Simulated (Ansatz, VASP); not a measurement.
# TaAs: VASP beside Ansatz

```
Ta As
1.0
    -3.46290   -3.46290    0.00000
    -3.46290    3.46290    0.00000
     1.73145    1.73145   -5.86729
Ta As
4 4
Direct
  0.24983 0.75000 0.99965
  0.74983 0.25000 0.99965
  0.74983 0.50000 0.49965
  0.24983 0.00000 0.49965
  0.16757 0.25000 0.83515
  0.66757 0.75000 0.83515
  0.16757 0.50000 0.33515
  0.66757 0.00000 0.33515
```

Alike in both runs: task single point; functional PBE; k mesh 8 × 8 × 8; no spin polarisation.

|  | VASP | Ansatz |
| --- | --- | --- |
| version | VASP 6.6.1 | Ansatz 0.2.0 |
| potentials or method | VASP PAW PBE potentials, release 64 (Ta_pv, As) | scalar-relativistic, plane waves, PAW |
| plane-wave cutoff (eV) | 520 | 420 |
| occupations | methfessel-paxton of order 1, width 0.1 eV | methfessel-paxton of order 1, width 0.05 eV |
| valence electrons in the cell | 64 | 112 |

VASP gave:

```
gap on the k mesh at the Fermi level (eV) : none
pressure (GPa)                            : 0.4
```

Q: What did Ansatz give for the same quantities?

A: gap on the k mesh at the Fermi level (eV): none; pressure (GPa): 0.0.

A gap of «none» marks a metal or a gap that the smearing closes. VASP's potentials hold 64 valence electrons a cell and Ansatz's 112, so a difference there can come from the potentials and not from the codes.

Spin-orbit coupling is off throughout.
